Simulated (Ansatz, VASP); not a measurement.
Two plane-wave programs on CuAs

Contents of INCAR:

```
SYSTEM = CuAs
PREC = Accurate ; ENCUT = 520
EDIFF = 1E-6 ; ISMEAR = 0
SIGMA = 0.15 ; LREAL = .False.
LASPH = .True. ; NELM = 100
ALGO = Normal ; ISIF = 2
LWAVE = .False. ; LCHARG = .False.
NBANDS = 24
```

KPOINTS

```
regular mesh
0
Gamma
  15 15 10
  0 0 0
```

Contents of POSCAR:

```
CuAs
1.0
    4.0378834064      0.0000000000      0.0000000000
   -2.0189417032      3.4969096075      0.0000000000
    0.0000000000      0.0000000000      4.5971302582
Cu As
2 2
Direct
    0.0000000000      0.0000000000      0.5000000000
    0.0000000000      0.0000000000      0.0000000000
    0.6666666667      0.3333333333      0.7500000000
    0.3333333333      0.6666666667      0.2500000000
```

Input for Ansatz:

```yaml
crystal:
  lattice:
    - [4.0378834064, 0.0, 0.0]
    - [-2.0189417032, 3.4969096075, 0.0]
    - [0.0, 0.0, 4.5971302582]
  atoms:
    - { symbol: Cu, position: [0.0, 0.0, 0.5] }
    - { symbol: Cu, position: [0.0, 0.0, 0.0] }
    - { symbol: As, position: [0.6666666667, 0.3333333333, 0.75] }
    - { symbol: As, position: [0.3333333333, 0.6666666667, 0.25] }
basis:
  ecutwfc: 520.0
kpoints:
  mp_grid: { grid: [15, 15, 10] }
hamiltonian:
  xc: lda
scf:
  occupations: { method: gaussian, width: 0.15 }
output:
  forces: true
  stress: true
  eigenvalues: true
```

Alike in both runs: task single point; functional LDA; k mesh 15 × 15 × 10; occupations gaussian, width 0.15 eV; no spin polarisation.

```csv
,VASP,Ansatz
version,VASP 6.6.1,Ansatz 0.2.0
potentials or method,"VASP PAW LDA potentials, release 64 (Cu, As), cutoff 520 eV","scalar-relativistic, plane waves, PAW"
valence electrons in the cell,32,68
```

|  | VASP | Ansatz | Ansatz less VASP |
| --- | --- | --- | --- |
| gap on the k mesh at the Fermi level (eV) | none | none | - |
| pressure (GPa) | -6.6 | -7.0 | -0.42 |
| traceless stress, the component that is largest in VASP (GPa) | 10.76 | 10.75 | -0.015 |

LDA's correlation is that of Perdew and Zunger in VASP and of Perdew and Wang (1992) in Ansatz. A gap of «none» marks a metal or a gap that the smearing closes. VASP's potentials hold 32 valence electrons a cell and Ansatz's 68, so a difference there can come from the potentials and not from the codes.
